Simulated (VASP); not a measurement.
# InSb (F-43m) in VASP: vibrations by perturbation theory with PBE

Aim: the vibrations by perturbation theory of InSb with PBE.

Program: VASP 6.6.1. These are calculated values, not measurements. Logs are shortened: lines on timing, memory, paths and dates and some standing lists are left out, and cuts for length are marked.

### Step 1. The cell of the first run

The structure is cubic, space group F-43m (No. 216). The conventional cell has a = 6.637 Å, b = 6.637 Å, c = 6.637 Å, α = 90.00°, β = 90.00°, γ = 90.00°. In (site symmetry -43m) has 4 Sb at 2.87 Å within 3.8 Å. Sb (site symmetry -43m) has 4 In at 2.87 Å within 3.8 Å.

### Step 2. Vibrations by perturbation theory, PBE

File INCAR:

```
SYSTEM = InSb
ALGO     = Normal         ! electronic algorithm
EDIFF    = 1E-8           ! SCF threshold, eV
ENCUT    = 520            ! plane-wave cutoff, eV
GGA      = PE             ! functional
IBRION   = 8              ! ionic algorithm
ISIF     = 2              ! what is computed and relaxed
ISMEAR   = -1             ! smearing method
LASPH    = .TRUE.         ! aspherical terms in the spheres
LCHARG   = .FALSE.        ! write CHGCAR
LREAL    = .FALSE.        ! projectors in reciprocal space
LWAVE    = .FALSE.        ! write WAVECAR
NBANDS   = 16             ! bands
NELM     = 80             ! most SCF steps
NSW      = 1              ! ionic steps
PREC     = Accurate       ! precision mode
SIGMA    = 0.15           ! smearing width, eV
```

File KPOINTS:

```
k-points
0
G
  12 12 12
  0 0 0
```

File POSCAR:

```
InSb
1.0
    0.0000000000      3.3185726850      3.3185726850
    3.3185726850      0.0000000000      3.3185726850
    3.3185726850      3.3185726850      0.0000000000
In Sb
1 1
Direct
    0.0000000000      0.0000000000      0.0000000000
    0.2500000000      0.2500000000      0.2500000000
```

Potentials or basis: VASP PAW PBE potentials, release 64 (In_d, Sb).

The run is started by

```bash
$ cat potpaw_PBE.64/In_d/POTCAR potpaw_PBE.64/Sb/POTCAR > POTCAR
$ mpirun -np 1 vasp_std > vasp.out
```

OUTCAR:

```text
SYSTEM = InSb
   EDIFF = 1E-8
   ENCUT = 520
   GGA = PE
   IBRION = 8
   ISIF = 2
   ISMEAR = -1
   LASPH = .TRUE.
   LREAL = .FALSE.
   NELM = 80
   NSW = 1
   PREC = Accurate

 ion  position               nearest neighbor table
   1  0.000  0.000  0.000-   2 2.87   2 2.87   2 2.87   2 2.87
   2  0.250  0.250  0.250-   1 2.87   1 2.87   1 2.87   1 2.87

  LATTYP: Found a face centered cubic cell.
 ALAT       =     6.6371453700

  Lattice vectors:

 A1 = (   0.0000000000,   3.3185726850,   3.3185726850)
 A2 = (   3.3185726850,   0.0000000000,   3.3185726850)
 A3 = (   3.3185726850,   3.3185726850,   0.0000000000)

Analysis of symmetry for initial positions (statically):
=====================================================================
 Subroutine PRICEL returns:
 Original cell was already a primitive cell.

 Routine SETGRP: Setting up the symmetry group for a
 face centered cubic supercell.

 Subroutine GETGRP returns: Found 24 space group operations
 (whereof 24 operations were pure point group operations)
 out of a pool of 48 trial point group operations.

The static configuration has the point symmetry T_d .

Analysis of symmetry for dynamics (positions and initial velocities):
=====================================================================
 Subroutine PRICEL returns:
 Original cell was already a primitive cell.

 Routine SETGRP: Setting up the symmetry group for a
 face centered cubic supercell.

 Subroutine GETGRP returns: Found 24 space group operations
 (whereof 24 operations were pure point group operations)
 out of a pool of 48 trial point group operations.

The dynamic configuration has the point symmetry T_d .

 Subroutine INISYM returns: Found 24 space group operations
 (whereof 24 operations are pure point group operations),
 and found     1 'primitive' translations

----------------------------------------------------------------------------------------

                                     Primitive cell

  volume of cell :      73.0944

  direct lattice vectors                    reciprocal lattice vectors
     0.000000000  3.318572685  3.318572685    -0.150667184  0.150667184  0.150667184
     3.318572685  0.000000000  3.318572685     0.150667184 -0.150667184  0.150667184
     3.318572685  3.318572685  0.000000000     0.150667184  0.150667184 -0.150667184

  length of vectors
     4.693170499  4.693170499  4.693170499     0.260963217  0.260963217  0.260963217

  position of ions in fractional coordinates (direct lattice)
     0.000000000  0.000000000  0.000000000
     0.250000000  0.250000000  0.250000000

  ion indices of the primitive-cell ions
   primitive index   ion index
                 1           1
                 2           2

----------------------------------------------------------------------------------------

 KPOINTS: k-points

Automatic generation of k-mesh.
 Grid dimensions read from file:
 generate k-points for:   12   12   12

 Generating k-lattice:

  Cartesian coordinates                     Fractional coordinates (reciprocal lattice)
    -0.012555599  0.012555599  0.012555599     0.083333333  0.000000000  0.000000000
     0.012555599 -0.012555599  0.012555599     0.000000000  0.083333333  0.000000000
     0.012555599  0.012555599 -0.012555599     0.000000000  0.000000000  0.083333333

  Length of vectors
     0.021746935  0.021746935  0.021746935

  Shift w.r.t. Gamma in fractional coordinates (k-lattice)
     0.000000000  0.000000000  0.000000000

 Subroutine IBZKPT returns following result:
 ===========================================

 Found     72 irreducible k-points:

 Following reciprocal coordinates:
            Coordinates               Weight
  0.000000  0.000000  0.000000      1.000000
  0.083333  0.000000  0.000000      8.000000
  0.166667  0.000000  0.000000      8.000000
  0.250000  0.000000  0.000000      8.000000
  0.333333  0.000000  0.000000      8.000000
  0.416667  0.000000  0.000000      8.000000
[... 16 lines left out ...]
  0.500000  0.166667  0.000000     24.000000
 -0.416667  0.166667  0.000000     24.000000
 [... further k-points ...]
   k-points           NKPTS =     72   k-points in BZ     NKDIM =     72   number of bands    NBANDS=     16
   number of dos      NEDOS =    301   number of ions     NIONS =      2
   total plane-waves  NPLWV =  46656
   dimension x,y,z NGX =    36 NGY =   36 NGZ =   36
   dimension x,y,z NGXF=    72 NGYF=   72 NGZF=   72
   ions per type =               1   1
   NGX,Y,Z   is equivalent  to a cutoff of  12.75, 12.75, 12.75 a.u.
   NGXF,Y,Z  is equivalent  to a cutoff of  25.50, 25.50, 25.50 a.u.
 SYSTEM =  InSb
   PREC   = accura    normal or accurate (medium, high low for compatibility)
   ISTART =      0    job   : 0-new  1-cont  2-samecut
   ICHARG =      2    charge: 1-file 2-atom 10-const
   ISPIN  =      1    spin polarized calculation?
   LNONCOLLINEAR =      F non collinear calculations
   LSORBIT =      F    spin-orbit coupling
   LASPH  =      T    aspherical Exc in radial PAW
   ENCUT  =  520.0 eV  38.22 Ry    6.18 a.u.   8.73  8.73  8.73*2*pi/ulx,y,z
   NELM   =     80;   NELMIN=  2; NELMDL= -5     # of ELM steps
   EDIFF  = 0.1E-07   stopping-criterion for ELM
   LREAL  =      F    real-space projection
   EDIFFG = 0.1E-06   stopping-criterion for IOM
   NSW    =      1    number of steps for IOM
   IBRION =      8    ionic relax: 0-MD 1-quasi-New 2-CG
   NFREE  =      0    steps in history (QN), initial steepest desc. (CG)
   ISIF   =      2    stress and relaxation
   ISYM   =      2    0-nonsym 1-usesym 2-fastsym
   POTIM  = 0.5000    time-step for ionic-motion
   TEBEG  =    0.0;   TEEND  =   0.0 temperature during run
   PSTRESS=    0.0 pullay stress
   NELECT =      18.0000    total number of electrons
   NUPDOWN=      -1.0000    fix difference up-down
   EMIN   =  10.00;   EMAX   =-10.00  energy-range for DOS
   EFERMI =   0.00;   METHOD = LEGACY
   ISMEAR =    -1;   SIGMA  =   0.15  broadening in eV -4-tet -1-fermi 0-gaus
   EFERMI_NEDOS =   21; number of points for ismear=-14 and -15
   IALGO  =     38    algorithm
   IMIX   =      4    mixing-type and parameters
     AMIX     =   0.40;   BMIX     =  1.00
     AMIX_MAG =   1.60;   BMIX_MAG =  1.00
  volume/ion in A,a.u.               =      36.55       246.63
  Fermi-wavevector in a.u.,A,eV,Ry     =   1.026135  1.939113 14.326285  1.052952
  Thomas-Fermi vector in A             =   2.160011
   LORBIT       =      0    0 simple, 1 ext, 2 COOP (PROOUT), +10 PAW based schemes
   GGA     = PE    functional components
   LHFCALC =     F    Hartree Fock is set to
   AEXX    =    0.0000 exact exchange contribution
   IVDW    =     0    specifies the selected vdW correction
   LEPSILON=     F    determine dielectric tensor
   LRPA    =     F    only Hartree local field effects (RPA)
 non-spin polarized calculation
  energy-cutoff  :      520.00
  volume of cell :       73.09
 maximum number of plane-waves:      1996
   NGX = 17   NGY = 17   NGZ = 17

--------------------------------------- Ionic step        1  -------------------------------------------

 number of electron      18.0000008 magnetization

 Free energy of the ion-electron system (eV)
  ---------------------------------------------------
  ext. energy  EPLUGINS =         0.00000000
  ---------------------------------------------------
  free energy    TOTEN  =        -6.95561353 eV

  energy without entropy =       -6.94698306  energy(sigma->0) =       -6.95129829

 E-fermi :   4.6003     XC(G=0):  -8.3804

 val. band max:        4.3682048000   @ k =   0.0000   0.0000   0.0000
 cond. band min:       4.7865672119   @ k =   0.5000   0.0000   0.0000
 fundamental gap:      0.4183624119
 Fermi energy:         4.6003035585

 k-point     1 :       0.0000    0.0000    0.0000
  band No.  band energies     occupation
      1     -10.0950      2.00000
      2     -10.0950      2.00000
      3     -10.0950      2.00000
      4     -10.0283      2.00000
      5     -10.0283      2.00000
      6      -5.9129      2.00000
[... 433 lines left out ...]
      3     -10.0762      2.00000
      4     -10.0292      2.00000
      5     -10.0272      2.00000
      6      -4.5871      2.00000
[... 8 lines left out ...]
     15      12.4724      0.00000
     16      12.7927      0.00000

 [... further k-points ...]
[... 5 lines left out ...]
  --------------------------------------------------------------------------------------
  -------------------------------------------------------------------------------------
  Total       -0.0091261     -0.0091261     -0.0091261     -0.0000000     -0.0000000     -0.0000000
  in kB       -0.2000370     -0.2000370     -0.2000370     -0.0000000     -0.0000000     -0.0000000
  external PRESSURE =      -0.2000370 kB  Pullay stress =       0.0000000 kB

 VOLUME and BASIS-vectors are now :
 -----------------------------------------------------------------------------
  energy-cutoff  :      520.00
  volume of cell :       73.09
      direct lattice vectors                 reciprocal lattice vectors
     0.000000000  3.318572685  3.318572685    -0.150667184  0.150667184  0.150667184
     3.318572685  0.000000000  3.318572685     0.150667184 -0.150667184  0.150667184
     3.318572685  3.318572685  0.000000000     0.150667184  0.150667184 -0.150667184

 POSITION                                       TOTAL-FORCE (eV/Angst)
 -----------------------------------------------------------------------------------
      0.00000      0.00000      0.00000         0.000000      0.000000      0.000000
      1.65929      1.65929      1.65929        -0.000000     -0.000000     -0.000000
 -----------------------------------------------------------------------------------
    total drift:                               -0.000000     -0.000000     -0.000000

  FREE ENERGIE OF THE ION-ELECTRON SYSTEM (eV)
  ---------------------------------------------------
  free  energy   TOTEN  =        -6.9556135281 eV

  energy  without entropy=       -6.9469830573  energy(sigma->0) =       -6.95129829

[... ionic steps 2 to 3 ...]

--------------------------------------- Ionic step        4  -------------------------------------------

------------------------ aborting loop because EDIFF is reached ----------------------------------------

[... ionic steps 5 to 6 ...]

--------------------------------------- Ionic step        7  -------------------------------------------

 Free energy of the ion-electron system (eV)
  ---------------------------------------------------
  ---------------------------------------------------
  free energy    TOTEN  =        -0.02707902 eV

  energy without entropy =       -0.02707902

------------------------ aborting loop because EDIFF is reached ----------------------------------------

 INTERNAL STRAIN TENSOR  FOR ION    2  DIRECTION 1   (eV/Angst):
 -----------------------------------------------------------------------------
     0.00455  0.00000  0.00000
     0.00000 -0.00061 -5.90516
     0.00000 -5.90516 -0.00061

 INTERNAL STRAIN TENSOR FOR ION    2 for displacements in x,y,z  (eV/Angst):
          X           Y           Z          XY          YZ          ZX
  --------------------------------------------------------------------------------
  x    -0.00000     0.00000     0.00000     0.00000    -5.90516     0.00000
  y    -0.00000    -0.00000    -0.00000     0.00000     0.00000    -5.90516
  z     0.00000     0.00000    -0.00000    -5.90516     0.00000     0.00000

 SECOND DERIVATIVES (NOT SYMMETRIZED)
 ------------------------------------
               1X          1Y          1Z          2X          2Y          2Z
  1X    -5.852556    0.000000    0.000000    5.852556    0.000000    0.000000
  1Y     0.000000   -5.852556    0.000000    0.000000    5.852556    0.000000
  1Z     0.000000    0.000000   -5.852556    0.000000    0.000000    5.852556
  2X     5.826704    0.000000    0.000000   -5.826704    0.000000    0.000000
  2Y     0.000000    5.826704    0.000000    0.000000   -5.826704    0.000000
  2Z     0.000000    0.000000    5.826704    0.000000    0.000000   -5.826704

 Eigenvectors and eigenvalues of the dynamical matrix
 ----------------------------------------------------

   1 f  =    4.914669 THz    30.879779 2PiTHz  163.935728 cm-1    20.325431 meV
             X         Y         Z           dx          dy          dz
      0.000000  0.000000  0.000000    -0.696863    0.173594   -0.000000
      1.659286  1.659286  1.659286     0.675243   -0.168208   -0.000000
[... 21 lines left out ...]
   6 f/i=    0.005437 THz     0.034159 2PiTHz    0.181342 cm-1     0.022484 meV
             X         Y         Z           dx          dy          dz
      0.000000  0.000000  0.000000     0.025180   -0.549536    0.426173
      1.659286  1.659286  1.659286     0.025986   -0.567131    0.439818

--------------------------------------------------------------------------------------------------------

 ELASTIC MODULI CONTR FROM IONIC RELAXATION (kBar)
 Direction    XX          YY          ZZ          XY          YZ          ZX
 --------------------------------------------------------------------------------
 XX          -0.0000     -0.0000     -0.0000     -0.0000     -0.0000     -0.0000
 YY          -0.0000     -0.0000     -0.0000     -0.0000     -0.0000      0.0000
 ZZ          -0.0000     -0.0000     -0.0000     -0.0000     -0.0000     -0.0000
 XY          -0.0000     -0.0000     -0.0000   -131.7605      0.0000      0.0000
 YZ          -0.0000     -0.0000     -0.0000      0.0000   -131.7605     -0.0000
 ZX          -0.0000      0.0000     -0.0000      0.0000     -0.0000   -131.7605
 --------------------------------------------------------------------------------
```

Run time: 5.8 min. Hardware: 1 thread of Intel Xeon 6975P-C (Granite Rapids), shared host; peak memory 0.79 GiB.

What came out:

| Quantity | Value |
| --- | --- |
| Highest phonon frequency at Γ, LO-TO splitting left out | 164 cm⁻¹ |

Phonon frequencies in cm⁻¹ (negative: imaginary):
```csv
q point,frequencies
"(0.000, 0.000, 0.000)",0 0 0 164 164 164
```

Caveat: spin-orbit coupling is left out, which moves the levels of the heavy elements.
